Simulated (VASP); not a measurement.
Wanted: the native input for a VASP 6.6.1 run.

```yaml
Task: single point
Functional: PBE
Dispersion: D3(BJ)
Potentials_or_basis: VASP PAW PBE potentials, release 64 (Mo_sv, S)
Cutoff: 520 eV
k_mesh: 14 × 14 × 3
Occupations: gaussian, width 0.15 eV
Spin: no spin polarisation
Dipole_correction: no
Further_INCAR_settings: ALGO = Fast; EDIFF = 1e-06; NBANDS = 49
```

The structure of MoS2 lies in POSCAR:

```
MoS2
1.0
   -1.5671157456     -2.7143240927      0.0000000000
    1.5671157456     -2.7143240927      0.0000000000
    0.0000000000     -1.3571620464     19.0649660373
Mo S
3 6
Direct
    0.8047758200      0.8047758200      0.7808967201
    0.2942853738      0.2942853738      0.1561918381
    0.5495305969      0.5495305969      0.4685442791
    0.8618495339      0.8618495339      0.5526018642
    0.1170947570      0.1170947570      0.8649543052
    0.6066043109      0.6066043109      0.2402494232
    0.9819664367      0.9819664367      0.0721342530
    0.2372116598      0.2372116598      0.3844866940
    0.4924568829      0.4924568829      0.6968391350
```

One way to write it, as run:

INCAR

```
SYSTEM = MoS2
ALGO = Fast
EDIFF = 1E-6
ENCUT = 520
GGA = PE
ISIF = 2
ISMEAR = 0
IVDW = 12
LASPH = .True.
LCHARG = .False.
LREAL = .False.
LWAVE = .False.
NBANDS = 49
NELM = 60
PREC = Accurate
SIGMA = 0.15
```

KPOINTS

```
k-points
0
Gamma
  14 14 3
  0 0 0
```

Potentials or basis: VASP PAW PBE potentials, release 64 (Mo_sv, S).

Run with:

```console
$ cat potpaw_PBE.64/Mo_sv/POTCAR potpaw_PBE.64/S/POTCAR > POTCAR
$ mpirun -np 1 vasp_std > vasp.out
```

It gave:

The pressure is -0.2 GPa, the largest force is 0.107 eV/Å and the band gap on the k mesh is zero (bands 39 and 40 overlap by 0.44 eV). The dispersion energy per atom is -0.426 eV.

Run time: 20 min on 1 thread of Oxide Virtual Turin-like Processor, on a shared host, peak memory 0.91 GiB.
